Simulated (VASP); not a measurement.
# Zr2O (Fd-3m) in VASP: a series of runs, part 2 of 2

VASP 6.6.1.

### Step 3. Single point, r2SCAN

This run uses another cell than the first one, of 18.70 Å³/atom.

Input file POSCAR:

```
Zr2O
1.0
    0.0000000000      3.8280262364      3.8280262364
    3.8280262364      0.0000000000      3.8280262364
    3.8280262364      3.8280262364      0.0000000000
Zr O
4 2
Direct
    0.6250000000      0.6250000000      0.6250000000
    0.1250000000      0.6250000000      0.6250000000
    0.6250000000      0.6250000000      0.1250000000
    0.6250000000      0.1250000000      0.6250000000
    0.0000000000      0.0000000000      0.0000000000
    0.2500000000      0.2500000000      0.2500000000
```

Input file INCAR.step1:

```
SYSTEM = Zr2O
ALGO     = Normal         ! electronic algorithm
EDIFF    = 1E-4           ! SCF threshold, eV
ENCUT    = 520            ! plane-wave cutoff, eV
GGA      = PE             ! functional
ISMEAR   = 0              ! smearing method
LASPH    = .True.         ! aspherical terms in the spheres
LCHARG   = .False.        ! write CHGCAR
LREAL    = .False.        ! projectors in reciprocal space
LWAVE    = .True.         ! write WAVECAR
NBANDS   = 39             ! bands
NELM     = 100            ! most SCF steps
PREC     = Accurate       ! precision mode
SIGMA    = 0.1            ! smearing width, eV
```

Input file INCAR.step2:

```
SYSTEM = Zr2O
ALGO     = Normal         ! electronic algorithm
EDIFF    = 1E-6           ! SCF threshold, eV
ENCUT    = 520            ! plane-wave cutoff, eV
ISIF     = 2              ! what is computed and relaxed
ISMEAR   = 0              ! smearing method
ISTART   = 1            
LASPH    = .True.         ! aspherical terms in the spheres
LCHARG   = .False.        ! write CHGCAR
LMIXTAU  = .True.       
LREAL    = .False.        ! projectors in reciprocal space
LWAVE    = .False.        ! write WAVECAR
METAGGA  = R2SCAN         ! meta-GGA
NBANDS   = 39             ! bands
NELM     = 100            ! most SCF steps
PREC     = Accurate       ! precision mode
SIGMA    = 0.1            ! smearing width, eV
```

Input file KPOINTS:

```
k-points
0
Gamma
  4 4 4
  0 0 0
```

Potentials or basis: VASP PAW PBE potentials, release 64 (Zr_sv, O).

Run with:

```console
> cat potpaw_PBE.64/Zr_sv/POTCAR potpaw_PBE.64/O/POTCAR > POTCAR
> cp INCAR.step1 INCAR
> mpirun -np 1 vasp_std > vasp.out
> cp INCAR.step2 INCAR
> mpirun -np 1 vasp_std > vasp.out
```

OUTCAR:

```text
SYSTEM = Zr2O
   EDIFF = 1E-6
   ENCUT = 520
   ISIF = 2
   ISMEAR = 0
   ISTART = 1
   LASPH = .True.
   LREAL = .False.
   METAGGA = R2SCAN
   NELM = 100
   PREC = Accurate

 ion  position               nearest neighbor table
   1  0.625  0.625  0.625-   2 2.71   3 2.71   4 2.71   3 2.71   4 2.71   2 2.71
   2  0.125  0.625  0.625-   1 2.71   3 2.71   4 2.71   1 2.71   3 2.71   4 2.71
   3  0.625  0.625  0.125-   1 2.71   1 2.71   2 2.71   4 2.71   4 2.71   2 2.71
   4  0.625  0.125  0.625-   1 2.71   3 2.71   1 2.71   2 2.71   3 2.71   2 2.71
   5  0.000  0.000  0.000-
[... 526 lines left out ...]
  -------------------------------------------------------------------------------------
  Total        0.1912425      0.1912425      0.1912425      0.0000000      0.0000000      0.0000000
  in kB        2.7311172      2.7311172      2.7311172      0.0000000      0.0000000      0.0000000
  external PRESSURE =       2.7311172 kB  Pullay stress =       0.0000000 kB

 VOLUME and BASIS-vectors are now :
 -----------------------------------------------------------------------------
  energy-cutoff  :      520.00
  volume of cell :      112.19
      direct lattice vectors                 reciprocal lattice vectors
     0.000000000  3.828026236  3.828026236    -0.130615615  0.130615615  0.130615615
     3.828026236  0.000000000  3.828026236     0.130615615 -0.130615615  0.130615615
     3.828026236  3.828026236  0.000000000     0.130615615  0.130615615 -0.130615615

 POSITION                                       TOTAL-FORCE (eV/Angst)
 -----------------------------------------------------------------------------------
      4.78503      4.78503      4.78503        -0.000000      0.000000     -0.000000
      4.78503      2.87102      2.87102        -0.000000      0.000000     -0.000000
      2.87102      2.87102      4.78503        -0.000000      0.000000     -0.000000
      2.87102      4.78503      2.87102        -0.000000      0.000000     -0.000000
      0.00000      0.00000      0.00000        -0.000000      0.000000     -0.000000
      1.91401      1.91401      1.91401         0.000000     -0.000000      0.000000
 -----------------------------------------------------------------------------------
    total drift:                                0.000000      0.000000      0.000000

  FREE ENERGIE OF THE ION-ELECTRON SYSTEM (eV)
  ---------------------------------------------------
  free  energy   TOTEN  =       -98.0629795136 eV

  energy  without entropy=      -98.0230147097  energy(sigma->0) =      -98.04299711
```

OUTCAR.step1:

```text
SYSTEM = Zr2O
   EDIFF = 1E-4
   ENCUT = 520
   GGA = PE
   ISMEAR = 0
   LASPH = .True.
   LREAL = .False.
   NELM = 100
[... 553 lines left out ...]
      2.87102      4.78503      2.87102         0.000000      0.000000      0.000000
      0.00000      0.00000      0.00000        -0.000000     -0.000000     -0.000000
      1.91401      1.91401      1.91401         0.000000      0.000000      0.000000
 -----------------------------------------------------------------------------------
    total drift:                                0.000000      0.000000      0.000000

  FREE ENERGIE OF THE ION-ELECTRON SYSTEM (eV)
  ---------------------------------------------------
  free  energy   TOTEN  =       -39.3253971474 eV

  energy  without entropy=      -39.2835968817  energy(sigma->0) =      -39.30449701
```

OSZICAR.step1:

```text
N       E                     dE             d eps       ncg     rms          rms(c)
DAV:   1     0.598377924355E+03    0.59838E+03   -0.31902E+04   624   0.152E+03
DAV:   2     0.949824793584E+01   -0.58888E+03   -0.57049E+03   702   0.445E+02
DAV:   3    -0.392727059133E+02   -0.48771E+02   -0.47292E+02  1024   0.974E+01
DAV:   4    -0.426221985394E+02   -0.33495E+01   -0.32841E+01   928   0.231E+01
DAV:   5    -0.428162101471E+02   -0.19401E+00   -0.19355E+00   891   0.424E+00    0.293E+01
DAV:   6    -0.417251169016E+02    0.10911E+01   -0.22358E+01   735   0.188E+01    0.196E+01
DAV:   7    -0.397009069193E+02    0.20242E+01   -0.13224E+01   784   0.130E+01    0.109E+01
DAV:   8    -0.393087383369E+02    0.39217E+00   -0.17322E+00   801   0.643E+00    0.116E+00
DAV:   9    -0.393240391470E+02   -0.15301E-01   -0.15789E-01   937   0.155E+00    0.748E-01
DAV:  10    -0.393253562531E+02   -0.13171E-02   -0.14830E-02   777   0.650E-01    0.167E-01
DAV:  11    -0.393254035221E+02   -0.47269E-04   -0.18117E-03   769   0.213E-01    0.595E-02
DAV:  12    -0.393253971474E+02    0.63747E-05   -0.18621E-04   544   0.786E-02
   1 F= -.39325397E+02 E0= -.39304497E+02  d E =-.418003E-01
```

Wall time 100 s (1 thread of Intel Xeon Platinum 8488C (Sapphire Rapids), shared host); peak memory 0.27 GiB.

Results:

| Property | Result |
| --- | --- |
| Free energy | -98.0630 eV |
| Pressure | 0.3 GPa |
| Band gap on the k mesh | zero (bands 30 and 31 overlap by 2.01 eV) |

Caveat: the PAW data sets were made with another functional, which shifts forces and pressure a little.
